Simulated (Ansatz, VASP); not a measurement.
One calculation of BaZrO3, two programs

Contents of INCAR:

```
ALGO     = Normal         # electronic algorithm
EDIFF    = 1E-6           # SCF threshold, eV
ENCUT    = 520            # plane-wave cutoff, eV
GGA      = PE             # functional
GGA_COMPAT= False        
ISIF     = 2              # what is computed and relaxed
ISMEAR   = 0              # smearing method
LASPH    = True           # aspherical terms in the spheres
LCHARG   = False          # write CHGCAR
LMAXMIX  = 4              # l up to which the mixer works
LORBIT   = 11             # projections on sites
LORBMOM  = True         
LREAL    = False          # projectors in reciprocal space
LSORBIT  = True           # spin-orbit coupling
LWAVE    = False          # write WAVECAR
MAGMOM   = 0 0 0 0 0 0 0 0 0 0 0 0 0 0 0 # initial moments
NBANDS   = 55             # bands
NELM     = 150            # most SCF steps
PREC     = Accurate       # precision mode
SIGMA    = 0.05           # smearing width, eV
```

Contents of KPOINTS:

```
k-points
0
Gamma
  6 6 6
```

File POSCAR:

```
BaZrO3
1.0
    4.2271748875      0.0000000000      0.0000000000
    0.0000000000      4.2271748875      0.0000000000
    0.0000000000      0.0000000000      4.2271748875
Ba Zr O
1 1 3
Direct
    0.0000000000      0.0000000000      0.0000000000
    0.5000000000      0.5000000000      0.5000000000
    0.0000000000      0.5000000000      0.5000000000
    0.5000000000      0.5000000000      0.0000000000
    0.5000000000      0.0000000000      0.5000000000
```

Input for Ansatz:

```yaml
crystal:
  lattice:
    - [4.2271748875, 0.0, 0.0]
    - [0.0, 4.2271748875, 0.0]
    - [0.0, 0.0, 4.2271748875]
  atoms:
    - { symbol: Ba, position: [0.0, 0.0, 0.0] }
    - { symbol: Zr, position: [0.5, 0.5, 0.5] }
    - { symbol: O, position: [0.0, 0.5, 0.5] }
    - { symbol: O, position: [0.5, 0.5, 0.0] }
    - { symbol: O, position: [0.5, 0.0, 0.5] }
basis:
  ecutwfc: 420
  ecutrho_ratio: 4
kpoints:
  mp_grid: { grid: [6, 6, 6] }
  band_path:
    path:
      - [[0.0, 0.0, 0.0], [0.0, 0.5, 0.0], [0.5, 0.5, 0.0], [0.0, 0.0, 0.0], [0.5, 0.5, 0.5], [0.0, 0.5, 0.0]]
      - [[0.5, 0.5, 0.5], [0.5, 0.5, 0.0]]
    npoints: 10
hamiltonian:
  xc: pbe
scf:
  occupations: { method: gaussian, width: 0.05 }
  n_extra_bands: 34
output:
  forces: true
  stress: true
  eigenvalues: true
  populations: true
  dos: { projected: true, de: 0.02, nscf_kmesh: { grid: [9, 9, 9] } }
  bader: false
  write_density: true
  write_potential: true
  elf: true
  volumetric_format: npy
magnetization:
  noncollinear: true
  spin_orbit: true
checkpoint:
  read: start.run
  write: ck
  compress: false
  write_wavefunctions: false
  write_every: 100000
```

Alike in both runs: task single point; functional PBE; k mesh 6 × 6 × 6; occupations gaussian, width 0.05 eV; non-collinear spin, spin-orbit coupling.

|  | VASP | Ansatz |
| --- | --- | --- |
| version | VASP 6.6.1 | Ansatz 0.2.0 |
| potentials or method | VASP PAW PBE potentials, release 64 (Ba_sv, Zr_sv, O), cutoff 520 eV | plane waves, PAW |
| valence electrons in the cell | 40 | 40 |

|  | VASP | Ansatz | Ansatz less VASP |
| --- | --- | --- | --- |
| pressure (GPa) | 0.9 | 0.0 | -0.93 |
